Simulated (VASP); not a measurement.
Here is a VASP 6.6.1 calculation.

File POSCAR:

```
BaTiO3
1.0
   -3.9939696152      0.0000000000      0.0000000000
    0.0000000000     -3.9939696152      0.0000000000
    0.0000000000      0.0000000000     13.9823115418
Ba Ti O
3 3 9
Direct
    0.0000000000      1.0000000000      0.7855343404
    0.0000000000      1.0000000000      0.2142262509
    0.0000000000      1.0000000000      0.4998802957
    0.5000000000      0.5000000000      0.0713992285
    0.5000000000      0.5000000000      0.3570532733
    0.5000000000      0.5000000000      0.6427073180
    0.5000000000      0.5000000000      0.2142262509
    0.5000000000      0.5000000000      0.4998802957
    0.5000000000      0.5000000000      0.7855343404
    0.5000000000      0.0000000000      0.0713992285
    0.5000000000      0.0000000000      0.3570532733
    0.5000000000      0.0000000000      0.6427073180
    1.0000000000      0.5000000000      0.0713992285
    1.0000000000      0.5000000000      0.3570532733
    1.0000000000      0.5000000000      0.6427073180
```

The input INCAR.step1:

```
SYSTEM = BaTiO3
ALGO = Normal
EDIFF = 1E-4
ENCUT = 520
GGA = PE
ISMEAR = 0
LASPH = .True.
LCHARG = .False.
LREAL = Auto
LWAVE = .True.
NBANDS = 73
NELM = 60
PREC = Accurate
SIGMA = 0.05
```

Contents of INCAR.step2:

```
SYSTEM = BaTiO3
ALGO = Normal
EDIFF = 1E-6
ENCUT = 520
ISIF = 2
ISMEAR = 0
ISTART = 1
LASPH = .True.
LCHARG = .False.
LMIXTAU = .True.
LREAL = Auto
LWAVE = .False.
METAGGA = R2SCAN
NBANDS = 73
NELM = 60
PREC = Accurate
SIGMA = 0.05
```

File KPOINTS:

```
k-points
0
Gamma
  7 7 3
  0 0 0
```

Potentials or basis: VASP PAW PBE potentials, release 64 (Ba_sv, Ti_sv, O).

The run is started by

```bash
$ cat potpaw_PBE.64/Ba_sv/POTCAR potpaw_PBE.64/Ti_sv/POTCAR potpaw_PBE.64/O/POTCAR > POTCAR
$ cp INCAR.step1 INCAR
$ mpirun -np 1 vasp_std > vasp.out
$ cp INCAR.step2 INCAR
$ mpirun -np 1 vasp_std > vasp.out
```

Task: Estimate the pressure.

Result: -2.8 GPa.

Task: What does it give for the largest force?

Result: 2.670 eV/Å.

Task: Estimate the band gap on the k mesh.

Result: 1.66 eV (least direct gap 1.88 eV).

Forces in eV/Å, atoms in the order of the input:
```
Ba   0.000  0.000  0.286
Ba   0.000  0.000 -0.442
Ba   0.000  0.000  0.186
Ti   0.000  0.000  2.670
Ti   0.000  0.000  1.027
Ti   0.000  0.000  1.878
O    0.000  0.000 -1.462
O    0.000  0.000 -0.957
O    0.000  0.000 -0.910
O    0.000  0.000 -0.846
O    0.000  0.000 -0.198
O    0.000  0.000 -0.094
O    0.000  0.000 -0.846
O    0.000  0.000 -0.198
O    0.000  0.000 -0.094
```

Caveat: the cell differs from its parent crystal (the distance across one plane changed); the PAW data sets were made with another functional, which shifts forces and pressure a little; spin-orbit coupling is left out, which moves the levels of the heavy elements. A k mesh can miss the band edges.
